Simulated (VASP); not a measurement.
Set up this calculation in VASP 6.6.1, as the native input.

| Quantity | Value |
| --- | --- |
| Task | single point |
| Functional | PBE |
| Potentials or basis | VASP PAW PBE potentials, release 64 (K_sv, Mg, F) |
| Cutoff | 520 eV |
| k mesh | 6 × 6 × 6 |
| Occupations | gaussian, width 0.01 eV |
| Spin | no spin polarisation |
| Dipole correction | no |
| Further INCAR settings | ALGO = Normal; EDIFF = 1e-07; NBANDS = 24 |

The structure of KMgF3 lies in POSCAR:

```
KMgF3
1.0
    3.7032807874      0.0000000000      0.0000000000
    0.0000000000      3.7032807874      0.0000000000
    0.0000000000      0.0000000000      3.7032807874
K Mg F
1 1 3
Direct
    0.5000000000      0.5000000000      0.5000000000
    0.0000000000      0.0000000000      0.0000000000
    0.5000000000      0.0000000000      0.0000000000
    0.0000000000      0.5000000000      0.0000000000
    0.0000000000      0.0000000000      0.5000000000
```

These files were run (other wordings do the same):

INCAR

```
ALGO = Normal ; EDIFF = 1E-7
ENCUT = 520 ; GGA = PE
ISIF = 2 ; ISMEAR = 0
LASPH = True ; LCHARG = False
LREAL = False ; LWAVE = False
NBANDS = 24 ; NELM = 60
PREC = Accurate ; SIGMA = 0.01
```

KPOINTS

```
k-points
0
Gamma
  6 6 6
```

Potentials or basis: VASP PAW PBE potentials, release 64 (K_sv, Mg, F).

Run with:

```console
$ cat potpaw_PBE.64/K_sv/POTCAR potpaw_PBE.64/Mg/POTCAR potpaw_PBE.64/F/POTCAR > POTCAR
$ mpirun -np 1 vasp_std > vasp.out
```

It gave:

```yaml
Pressure: 32.8 GPa
Band_gap_on_the_k_mesh: 9.22 eV (least direct gap 9.51 eV)
```

Caveat: the cell stands under pressure.

It took 32 s on 1 thread of Intel Xeon 8259CL (shared host), peak memory 0.17 GiB.
